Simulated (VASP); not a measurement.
A run of VASP 6.6.1:

The input POSCAR:

```
Mg
1.0
    0.0000000000      2.2442560000      2.2442560000
    2.2442560000      0.0000000000      2.2442560000
    2.2442560000      2.2442560000      0.0000000000
Mg
1
Direct
    0.0000000000      0.0000000000      0.0000000000
```

File INCAR.step1:

```
SYSTEM = Mg
GGA = AM ; ISMEAR = 1
SIGMA = 0.1 ; LWAVE = .False.
LCHARG = .True. ; NBANDS = 15
PREC = Accurate ; LASPH = .True.
LREAL = .False. ; ALGO = Normal
EDIFF = 1E-6 ; NELM = 120
GGA_COMPAT = .False. ; ENCUT = 450
```

KPOINTS.step1

```
k-points
0
Gamma
  12 12 12
```

Contents of INCAR.step2:

```
SYSTEM = Mg
GGA = AM ; ISMEAR = -5
LWAVE = .False. ; LCHARG = .False.
NBANDS = 15 ; PREC = Accurate
LASPH = .True. ; LREAL = .False.
ALGO = Normal ; EDIFF = 1E-6
NELM = 120 ; GGA_COMPAT = .False.
ENCUT = 450 ; NEDOS = 4001
LORBIT = 11 ; EMIN = -14.3688
EMAX = 10.6312 ; ICHARG = 11
```

The input KPOINTS.step2:

```
Automatic mesh
0
Gamma
  31 31 31
  0 0 0
```

Potentials or basis: VASP PAW PBE potentials, release 64 (Mg).

Run with:

```sh
$ cat potpaw_PBE.64/Mg/POTCAR > POTCAR
$ cp INCAR.step1 INCAR
$ cp KPOINTS.step1 KPOINTS
$ mpirun -np 1 vasp_std > vasp.out
$ cp INCAR.step2 INCAR
$ cp KPOINTS.step2 KPOINTS
$ mpirun -np 1 vasp_std > vasp.out
```

Hardware: 1 thread of Intel(R) Xeon(R) Platinum 8559C (Emerald Rapids), with other jobs on the host.

Estimate the wall time of this run.

Run time: 48 s on 1 thread of Intel(R) Xeon(R) Platinum 8559C (Emerald Rapids), with other jobs on the host, peak memory 0.28 GiB. Counts: k points 816.
